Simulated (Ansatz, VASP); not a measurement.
## La3Tl in VASP and in Ansatz

```
La Tl
1.0
     5.15924    0.00000    0.00000
     0.00000    5.15924    0.00000
     0.00000    0.00000    5.15924
La Tl
3 1
Cartesian
  0.0000 2.5796 2.5796
  2.5796 0.0000 2.5796
  2.5796 2.5796 0.0000
  0.0000 0.0000 0.0000
```

Change from the starting cell: volume scaled by 1.06, crystal datasets.

Alike in both runs: task electric field gradients; functional LDA; k mesh 8 × 8 × 8; occupations fermi-dirac, width 0.08 eV; no spin polarisation.

```csv
,VASP,Ansatz
version,VASP 6.6.1,Ansatz 0.2.0
potentials or method,"VASP PAW LDA potentials, release 64 (La, Tl_d), cutoff 520 eV","all-electron PAW with datasets made for the crystal, scalar-relativistic"
```

|  | VASP | Ansatz | Ansatz less VASP |
| --- | --- | --- | --- |
| pressure (GPa) | -5.3 | -5.3 | +0.05 |
| size of Vzz on the site where it differs most (V/Å²) | 107.8 | 100.5 | -7.28 |

LDA's correlation is that of Perdew and Zunger in VASP and of Perdew and Wang (1992) in Ansatz. Ansatz ran all-electron here, and VASP with PAW potentials.

Neither program's run includes spin-orbit coupling.
